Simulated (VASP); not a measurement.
Write the native input for VASP 6.6.1 that does the following.

```
Task                   : single point
Functional             : PBE
Potentials or basis    : VASP PAW PBE potentials, release 64 (P)
Cutoff                 : 520 eV
k mesh                 : 12 × 12 × 12
Occupations            : fermi-dirac, width 0.1 eV
Spin                   : no spin polarisation
Dipole correction      : no
Further INCAR settings : ALGO = Normal; EDIFF = 1e-07; NBANDS = 12
```

The structure of P lies in POSCAR:

```
P
1.0
    0.0000000000      2.5474101896      2.5474101896
    2.5474101896      0.0000000000      2.5474101896
    2.5474101896      2.5474101896      0.0000000000
P
2
Direct
   -0.1250000000     -0.1250000000     -0.1250000000
    0.1250000000      0.1250000000      0.1250000000
```

This cell differs from its parent crystal: volume scaled by 0.8.

The input as run:

INCAR

```
PREC = Accurate
ENCUT = 520
EDIFF = 1E-7
ISMEAR = -1
SIGMA = 0.1
LREAL = F
LASPH = T
NELM = 100
ALGO = Normal
ISIF = 2
LWAVE = F
LCHARG = F
GGA = PE
NBANDS = 12
```

KPOINTS

```
Automatic mesh
0
Gamma
  12 12 12
```

Potentials or basis: VASP PAW PBE potentials, release 64 (P).

Run with:

```bash
$ cat potpaw_PBE.64/P/POTCAR > POTCAR
$ mpirun -np 1 vasp_std > vasp.out
```

It gave:

```yaml
Pressure: 14.2 GPa
Band_gap_on_the_k_mesh: zero (band 5 reaches 10.71 eV, above the bottom of band 6 at 6.75 eV)
```

Wall time 33 s on 1 thread of AMD EPYC 7R43 64-Core Processor (Zen 3), on a shared host, peak memory 0.12 GiB.
